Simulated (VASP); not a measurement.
GaN:

```
Ga N
1.0
     3.18315    0.00000    0.00000
    -1.59157    2.75669    0.00000
     0.00000    0.00000    5.18363
Ga N
2 2
Direct
  0.33333 0.66667 0.99911
  0.66667 0.33333 0.49911
  0.33333 0.66667 0.37589
  0.66667 0.33333 0.87589
```

Base run:

| Property | Result |
| --- | --- |
| Program | VASP 6.6.1 |
| Functional | r2SCAN |
| Potentials or basis | VASP PAW PBE potentials, release 64 (Ga_d, N) |
| Cutoff | 520 eV |
| k mesh | 6 × 6 × 4 |
| Occupations | gaussian, width 0.01 eV |
| Spin | no spin polarisation |

Its results: band gap on the k mesh 2.34 eV, direct; pressure 1.1 GPa; largest force 0.005 eV/Å.

Q: After a change of settings the same cell gave: band gap on the k mesh 1.95 eV, direct; pressure -4.4 GPa; largest force 0.007 eV/Å. Which change was it?
A. functional from r2SCAN to LDA; potentials or basis from VASP PAW PBE potentials, release 64 (Ga_d, N) to VASP PAW LDA potentials, release 64 (Ga_d, N)
B. functional from r2SCAN to PBE
C. functional from r2SCAN to PBE; k mesh from 6 × 6 × 4 to 9 × 9 × 4

A: A.

Caveats: the PAW data sets were made with another functional, which shifts forces and pressure a little (some runs).
